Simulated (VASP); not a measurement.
# Ir2Ru (P-6m2) in VASP: single point with PBE

Aim: the single point of Ir2Ru with PBE.

Program: VASP 6.6.1. These are calculated values, not measurements. Logs are shortened: lines on timing, memory, paths and dates and some standing lists are left out, and cuts for length are marked.

**1. The cell of the first run**

It takes space group P-6m2 (No. 187, hexagonal). The conventional cell has a = 2.710 Å, b = 2.710 Å, c = 13.150 Å, α = 90.00°, β = 90.00°, γ = 120.00°. Within 3.6 Å of Ru (site symmetry 3m) lie 6 Ir at 2.69 Å and 6 Ru at 2.71 Å. Within 3.6 Å of Ir (site symmetry 3m) lie 3 Ru at 2.69 Å and 9 Ir at 2.69 to 2.71 Å. Ir (site symmetry -6m2) has 6 Ru at 2.69 Å and 6 Ir at 2.71 Å within 3.6 Å. Within 3.6 Å of Ir (site symmetry -6m2) lie 12 Ir at 2.69 to 2.71 Å.

**2. Single point, PBE**

INCAR

```
PREC     = Accurate       # precision mode
ENCUT    = 520            # plane-wave cutoff, eV
EDIFF    = 1E-7           # SCF threshold, eV
ISMEAR   = 0              # smearing method
SIGMA    = 0.1            # smearing width, eV
LREAL    = False          # projectors in reciprocal space
LASPH    = True           # aspherical terms in the spheres
NELM     = 80             # most SCF steps
ALGO     = Normal         # electronic algorithm
ISIF     = 2              # what is computed and relaxed
LWAVE    = False          # write WAVECAR
LCHARG   = False          # write CHGCAR
GGA      = PE             # functional
NBANDS   = 41             # bands
```

KPOINTS

```
Automatic mesh
0
Gamma
  6 6 2
```

POSCAR

```
Ir2Ru
1.0
    2.7095134000      0.0000000000      0.0000000000
   -1.3547567000      2.3465074400      0.0000000000
    0.0000000000      0.0000000000     13.1498101000
Ru Ir
2 4
Direct
    0.6666666700      0.3333333300      0.3333333300
    0.6666666700      0.3333333300      0.6666666700
    0.3333333300      0.6666666700      0.8333333300
    0.3333333300      0.6666666700      0.1666666700
    0.3333333300      0.6666666700      0.5000000000
    0.6666666700      0.3333333300      0.0000000000
```

Potentials or basis: VASP PAW PBE potentials, release 64 (Ru_pv, Ir).

Command:

```console
$ cat potpaw_PBE.64/Ru_pv/POTCAR potpaw_PBE.64/Ir/POTCAR > POTCAR
$ mpirun -np 1 vasp_std > vasp.out
```

OUTCAR:

```text
PREC = Accurate
   ENCUT = 520
   EDIFF = 1E-7
   ISMEAR = 0
   LREAL = False
   LASPH = True
   NELM = 80
   ISIF = 2
   GGA = PE

 ion  position               nearest neighbor table
   1  0.667  0.333  0.333-   4 2.69   4 2.69   4 2.69   5 2.69   5 2.69   5 2.69
   2  0.667  0.333  0.667-   3 2.69   3 2.69   3 2.69   5 2.69   5 2.69   5 2.69
   3  0.333  0.667  0.833-   2 2.69   2 2.69   2 2.69   6 2.69   6 2.69   6 2.69
   4  0.333  0.667  0.167-   1 2.69   1 2.69   1 2.69   6 2.69   6 2.69   6 2.69
   5  0.333  0.667  0.500-   1 2.69   2 2.69   1 2.69   2 2.69   1 2.69   2 2.69
   6  0.667  0.333  0.000-   3 2.69   4 2.69   3 2.69   4 2.69   3 2.69   4 2.69

  LATTYP: Found a hexagonal cell.
 ALAT       =     2.7095134000
 C/A-ratio  =     4.8531998771

  Lattice vectors:

 A1 = (   2.7095134000,   0.0000000000,   0.0000000000)
 A2 = (  -1.3547567000,   2.3465074400,   0.0000000000)
 A3 = (   0.0000000000,   0.0000000000,  13.1498101000)

Analysis of symmetry for initial positions (statically):
=====================================================================
 Subroutine PRICEL returns:
 Original cell was already a primitive cell.

 Routine SETGRP: Setting up the symmetry group for a
 hexagonal supercell.

 Subroutine GETGRP returns: Found 12 space group operations
 (whereof 12 operations were pure point group operations)
 out of a pool of 24 trial point group operations.

The static configuration has the point symmetry D_3h.

Analysis of symmetry for dynamics (positions and initial velocities):
=====================================================================
 Subroutine PRICEL returns:
 Original cell was already a primitive cell.

 Routine SETGRP: Setting up the symmetry group for a
 hexagonal supercell.

 Subroutine GETGRP returns: Found 12 space group operations
 (whereof 12 operations were pure point group operations)
 out of a pool of 24 trial point group operations.

The dynamic configuration has the point symmetry D_3h.

 Subroutine INISYM returns: Found 12 space group operations
 (whereof 12 operations are pure point group operations),
 and found     1 'primitive' translations

----------------------------------------------------------------------------------------

                                     Primitive cell
[... 87 lines left out ...]
   NELM   =     80;   NELMIN=  2; NELMDL= -5     # of ELM steps
   EDIFF  = 0.1E-06   stopping-criterion for ELM
   LREAL  =      F    real-space projection
   EDIFFG = 0.1E-05   stopping-criterion for IOM
   NSW    =      0    number of steps for IOM
   IBRION =     -1    ionic relax: 0-MD 1-quasi-New 2-CG
   NFREE  =      0    steps in history (QN), initial steepest desc. (CG)
   ISIF   =      2    stress and relaxation
   ISYM   =      2    0-nonsym 1-usesym 2-fastsym
   POTIM  = 0.5000    time-step for ionic-motion
   TEBEG  =    0.0;   TEEND  =   0.0 temperature during run
   PSTRESS=    0.0 pullay stress
   NELECT =      64.0000    total number of electrons
   NUPDOWN=      -1.0000    fix difference up-down
   EMIN   =  10.00;   EMAX   =-10.00  energy-range for DOS
   EFERMI =   0.00;   METHOD = LEGACY
   ISMEAR =     0;   SIGMA  =   0.10  broadening in eV -4-tet -1-fermi 0-gaus
   EFERMI_NEDOS =   21; number of points for ismear=-14 and -15
   IALGO  =     38    algorithm
   IMIX   =      4    mixing-type and parameters
     AMIX     =   0.40;   BMIX     =  1.00
     AMIX_MAG =   1.60;   BMIX_MAG =  1.00
  volume/ion in A,a.u.               =      13.93        94.03
  Fermi-wavevector in a.u.,A,eV,Ry     =   1.497582  2.830019 30.514487  2.242752
  Thomas-Fermi vector in A             =   2.609451
   LORBIT       =      0    0 simple, 1 ext, 2 COOP (PROOUT), +10 PAW based schemes
   GGA     = PE    functional components
   LHFCALC =     F    Hartree Fock is set to
   AEXX    =    0.0000 exact exchange contribution
   IVDW    =     0    specifies the selected vdW correction
   LEPSILON=     F    determine dielectric tensor
   LRPA    =     F    only Hartree local field effects (RPA)
 non-spin polarized calculation
 Gauss-broadening in eV      SIGMA  =   0.10
  energy-cutoff  :      520.00
  volume of cell :       83.61
 maximum number of plane-waves:      2277
   NGX = 11   NGY = 11   NGZ = 49

 number of electron      64.0000006 magnetization

 Free energy of the ion-electron system (eV)
  ---------------------------------------------------
  ext. energy  EPLUGINS =         0.00000000
  ---------------------------------------------------
  free energy    TOTEN  =       -53.53126446 eV

  energy without entropy =      -53.49886522  energy(sigma->0) =      -53.51506484

 E-fermi :  11.2747     XC(G=0): -14.0399

 val. band max:       11.2548898921   @ k =   0.1667   0.1667   0.5000
 cond. band min:      11.3021506729   @ k =   0.3333   0.0000   0.0000
 fundamental gap:      0.0472607808
 Fermi energy:        11.2747434312

 k-point     1 :       0.0000    0.0000    0.0000
  band No.  band energies     occupation
      1     -32.0623      2.00000
      2     -32.0531      2.00000
      3     -31.5909      2.00000
      4     -31.5909      2.00000
      5     -31.5907      2.00000
      6     -31.5907      2.00000
[... 605 lines left out ...]
     40      18.1820      0.00000
     41      18.4106      0.00000

------------------------ aborting loop because EDIFF is reached ----------------------------------------

  FORCE on cell =-STRESS in cart. coord.  units (eV):
  Direction    XX          YY          ZZ          XY          YZ          ZX
  --------------------------------------------------------------------------------------
  -------------------------------------------------------------------------------------
  Total        7.2138735      7.2138735      1.5285284     -0.0000000      0.0000000      0.0000000
  in kB      138.2440302    138.2440306     29.2921586     -0.0000000      0.0000000      0.0000000
  external PRESSURE =     101.9267398 kB  Pullay stress =       0.0000000 kB

 VOLUME and BASIS-vectors are now :
 -----------------------------------------------------------------------------
  energy-cutoff  :      520.00
  volume of cell :       83.61
      direct lattice vectors                 reciprocal lattice vectors
     2.709513400  0.000000000  0.000000000     0.369069959  0.213082640  0.000000000
    -1.354756700  2.346507440  0.000000000     0.000000000  0.426165280  0.000000000
     0.000000000  0.000000000 13.149810100     0.000000000  0.000000000  0.076046726

 POSITION                                       TOTAL-FORCE (eV/Angst)
 -----------------------------------------------------------------------------------
      1.35476      0.78217      4.38327         0.000000      0.000000     -0.009461
      1.35476      0.78217      8.76654         0.000000     -0.000000      0.009461
     -0.00000      1.56434     10.95818        -0.000000     -0.000000     -0.695915
     -0.00000      1.56434      2.19164        -0.000000     -0.000000      0.695915
     -0.00000      1.56434      6.57491        -0.000000     -0.000000      0.000000
      1.35476      0.78217      0.00000        -0.000000     -0.000000      0.000000
 -----------------------------------------------------------------------------------
    total drift:                               -0.000024      0.000014      0.000000

  FREE ENERGIE OF THE ION-ELECTRON SYSTEM (eV)
  ---------------------------------------------------
  free  energy   TOTEN  =       -53.5312644565 eV

  energy  without entropy=      -53.4988652189  energy(sigma->0) =      -53.51506484
```

stdout:

```text
POSCAR found type information on POSCAR RuIr
 POSCAR found :  2 types and       6 ions
 scaLAPACK will be used
 LDA part: xc-table for (Slater+PW92), standard interpolation
 POSCAR, INCAR and KPOINTS ok, starting setup
 FFT: planning ... GRIDC
 FFT: planning ... GRID_SOFT
 FFT: planning ... GRID
 WAVECAR not read
 entering main loop
```

It took 78 s on 1 thread of Intel Xeon Platinum 8259CL at 2.50GHz (Skylake/Cascade Lake), shared host; peak memory 0.21 GiB.

What came out:

```yaml
Free_energy: -53.5313 eV
Pressure: 10.2 GPa
Largest_force: 0.696 eV/Å
Band_gap_on_the_k_mesh: zero (band 32 reaches 12.48 eV, above the bottom of band 33 at 9.69 eV)
```

Forces in eV/Å, atoms in the order of the input:
```
Ru   0.000  0.000 -0.009
Ru   0.000  0.000  0.009
Ir   0.000  0.000 -0.696
Ir   0.000  0.000  0.696
Ir   0.000  0.000  0.000
Ir   0.000  0.000  0.000
```

Stress tensor (GPa, compression positive):
```
13.82  0.00  0.00
 0.00 13.82  0.00
 0.00  0.00  2.93
```

Caveat: the k points lie up to 0.45 Å⁻¹ apart; spin-orbit coupling is left out, which moves the levels of the heavy elements.
